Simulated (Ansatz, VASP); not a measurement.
**One calculation of Si, two programs**

INCAR

```
SYSTEM = Si
ALGO = Normal
DIPOL = 0.5 0.5 0.379
EDIFF = 1E-6
ENCUT = 520
GGA = PE
IDIPOL = 3
ISIF = 2
ISMEAR = 0
IVDW = 12
LASPH = .TRUE.
LCHARG = .FALSE.
LDIPOL = .TRUE.
LREAL = .FALSE.
LWAVE = .FALSE.
NBANDS = 16
NELM = 80
PREC = Accurate
SIGMA = 0.1
```

Contents of KPOINTS:

```
k-points
0
G
  9 9 1
  0 0 0
```

POSCAR

```
Si
1.0
    3.8472023583      0.0000000000      0.0000000000
   -1.9236011791      3.3317749758      0.0000000000
    0.0000000000      0.0000000000     18.4446971457
Si
4
Direct
    0.3333333333      0.6666666667      0.2695814701
    0.6666666667      0.3333333333      0.2439725610
    0.4444444444      0.5555555556      0.5131392004
    0.7777777778      0.2222222222      0.4875302913
```

Input for Ansatz:

```yaml
crystal:
  lattice:
    - [3.8472023583, 0.0, 0.0]
    - [-1.9236011791, 3.3317749758, 0.0]
    - [0.0, 0.0, 18.4446971457]
  atoms:
    - { symbol: Si, position: [0.3333333333, 0.6666666667, 0.2695814701] }
    - { symbol: Si, position: [0.6666666667, 0.3333333333, 0.243972561] }
    - { symbol: Si, position: [0.4444444444, 0.5555555556, 0.5131392004] }
    - { symbol: Si, position: [0.7777777778, 0.2222222222, 0.4875302913] }
basis:
  ecutwfc: 420
kpoints:
  mp_grid: { grid: [9, 9, 1] }
hamiltonian:
  xc: pbe
  dispersion: d3bj
scf:
  occupations: { method: gaussian, width: 0.1 }
output:
  forces: true
  eigenvalues: true
efield:
  axis: 3
  dipole_correction: true
  ramp_width: 0.04
```

Alike in both runs: task single point; functional PBE; dispersion D3(BJ); k mesh 9 × 9 × 1; occupations gaussian, width 0.1 eV; no spin polarisation.

|  | VASP | Ansatz |
| --- | --- | --- |
| version | VASP 6.6.1 | Ansatz 0.2.0 |
| potentials or method | VASP PAW PBE potentials, release 64 (Si), cutoff 520 eV | scalar-relativistic, plane waves, PAW |
| valence electrons in the cell | 16 | 16 |

|  | VASP | Ansatz | Ansatz less VASP |
| --- | --- | --- | --- |
| gap on the k mesh at the Fermi level (eV) | 0.53 | 0.53 | 0.000 |
| least direct gap on the mesh (eV) | 0.55 | 0.55 | 0.000 |
| rms of the force components (eV/Å) | 0.046 | 0.048 | +0.0020 |

Atom by atom the forces differ by 0.004 eV/Å (rms over components).
